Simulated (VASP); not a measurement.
Write the native input for VASP 6.6.1 that does the following.

- Task: single point
- Functional: r2SCAN
- Potentials or basis: VASP PAW PBE potentials, release 64 (Ba_sv, Ti_sv, O)
- Cutoff: 520 eV
- k mesh: 6 × 6 × 6
- Occupations: gaussian, width 0.01 eV
- Spin: no spin polarisation
- Dipole correction: no
- Further INCAR settings: ALGO = Normal; EDIFF = 1e-06; NBANDS = 28

Crystal: BaTiO3 (Barioperovskite).

```
Ba Ti O
1.0
     3.85719    0.00000    0.00000
     0.00000    2.78116    2.87421
     0.00000   -2.78116    2.87421
Ba Ti O
1 1 3
Direct
  0.00000 0.00623 0.00623
  0.50000 0.51979 0.51979
  0.00000 0.48953 0.48953
  0.50000 0.49491 0.98643
  0.50000 0.98643 0.49491
```

This cell differs from its parent crystal: biaxial xy strain -2.7%.

These files were run (other wordings do the same):

POSCAR

```
BaTiO3
1.0
    3.8571948921      0.0000000000      0.0000000000
    0.0000000000      2.7811586616      2.8742108424
    0.0000000000     -2.7811586616      2.8742108424
Ba Ti O
1 1 3
Direct
    0.0000000000      0.0062250858      0.0062250858
    0.5000000000      0.5197879801      0.5197879801
    0.0000000000      0.4895285715      0.4895285715
    0.5000000000      0.4949088701      0.9864294925
    0.5000000000      0.9864294925      0.4949088701
```

INCAR.step1

```
PREC = Accurate
ENCUT = 520
ISMEAR = 0
SIGMA = 0.01
LREAL = F
LASPH = T
NELM = 100
NBANDS = 28
GGA = PE
ALGO = Normal
EDIFF = 1E-4
LWAVE = T
LCHARG = F
```

INCAR.step2

```
PREC = Accurate
ENCUT = 520
EDIFF = 1E-6
ISMEAR = 0
SIGMA = 0.01
LREAL = F
LASPH = T
NELM = 100
ALGO = Normal
ISIF = 2
LWAVE = F
LCHARG = T
METAGGA = R2SCAN
LMIXTAU = T
LELF = T
LVHAR = T
NBANDS = 28
ISTART = 1
```

KPOINTS

```
Automatic mesh
0
Gamma
  6 6 6
```

Potentials or basis: VASP PAW PBE potentials, release 64 (Ba_sv, Ti_sv, O).

Launch:

```console
$ cat potpaw_PBE.64/Ba_sv/POTCAR potpaw_PBE.64/Ti_sv/POTCAR potpaw_PBE.64/O/POTCAR > POTCAR
$ cp INCAR.step1 INCAR
$ mpirun -np 1 vasp_std > vasp.out
$ cp INCAR.step2 INCAR
$ mpirun -np 1 vasp_std > vasp.out
```

Results of the run:

The pressure is 11.3 GPa, the largest force is 0.148 eV/Å and the band gap on the k mesh is 2.51 eV, indirect (least direct gap 2.81 eV).

Caveat: the cell differs from its parent crystal (biaxial xy strain -2.7%); the PAW data sets were made with another functional, which shifts forces and pressure a little; spin-orbit coupling is left out, which moves the levels of the heavy elements.

Wall time 2.3 min on 1 thread of Intel(R) Xeon(R) 6975P-C (Granite Rapids), on a shared host, peak memory 0.23 GiB.
